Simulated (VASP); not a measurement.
A run of VASP 6.6.1:

The input INCAR:

```
SYSTEM = Mg2Si
PREC = Accurate ; ENCUT = 600
EDIFF = 1E-6 ; ISMEAR = 0
SIGMA = 0.01 ; LREAL = .FALSE.
LASPH = .TRUE. ; NELM = 120
ALGO = Normal ; ISIF = 2
LWAVE = .FALSE. ; LCHARG = .FALSE.
GGA = PE ; NBANDS = 11
GGA_COMPAT = .FALSE.
```

KPOINTS

```
Automatic mesh
0
G
  6 6 6
  0 0 0
```

Contents of POSCAR:

```
Mg2Si
1.0
    0.0000000000      3.2444127737      3.2444127737
    3.2444127737      0.0000000000      3.2444127737
    3.2444127737      3.2444127737      0.0000000000
Mg Si
2 1
Direct
    0.2500000000      0.2500000000      0.2500000000
    0.7500000000      0.7500000000      0.7500000000
    0.0000000000      0.0000000000      0.0000000000
```

Potentials or basis: VASP PAW PBE potentials, release 64 (Mg, Si).

Run with:

```console
$ cat potpaw_PBE.64/Mg/POTCAR potpaw_PBE.64/Si/POTCAR > POTCAR
$ mpirun -np 1 vasp_std > vasp.out
```

Hardware: 1 thread of Intel(R) Xeon(R) Platinum 8559C (Emerald Rapids), with other jobs on the host.

Q: Estimate the wall time of this run.

A: Wall time 14 s on 1 thread of Intel(R) Xeon(R) Platinum 8559C (Emerald Rapids), with other jobs on the host, peak memory 0.24 GiB. Counts: scf iterations 13, k points 16.
